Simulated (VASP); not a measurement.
The system is TaN.

```
Ta N
1.0
     0.00000    2.17900    2.17900
     2.17900    0.00000    2.17900
     2.17900    2.17900    0.00000
Ta N
1 1
Direct
  0.50000 0.50000 0.50000
  0.00000 0.00000 0.00000
```

Base run:

- Program: VASP 6.6.1
- Functional: PBE
- Potentials or basis: VASP PAW PBE potentials, release 64 (Ta_pv, N)
- Cutoff: 520 eV
- k mesh: 16 × 16 × 16
- Occupations: gaussian, width 0.1 eV
- Spin: no spin polarisation

Its results: band gap on the k mesh zero (band 8 reaches 11.85 eV, above the bottom of band 9 at 7.68 eV); pressure 15.6 GPa.

The run is repeated on the same cell with these changes: potentials or basis from VASP PAW PBE potentials, release 64 (Ta_pv, N) to VASP PAW PBE potentials, release 64 (Ta_sv_GW, N); cutoff from 520 eV to 600 eV; further incar settings from ALGO = Normal; EDIFF = 1e-07; NBANDS = 15 to ALGO = Normal; EDIFF = 1e-06; NBANDS = 16; valence electrons from 16 to 18. What comes out?

Band gap on the k mesh zero (band 9 reaches 16.24 eV, above the bottom of band 10 at 12.07 eV); pressure 14.7 GPa.

Caveats: spin-orbit coupling is left out, which moves the levels of the heavy elements.
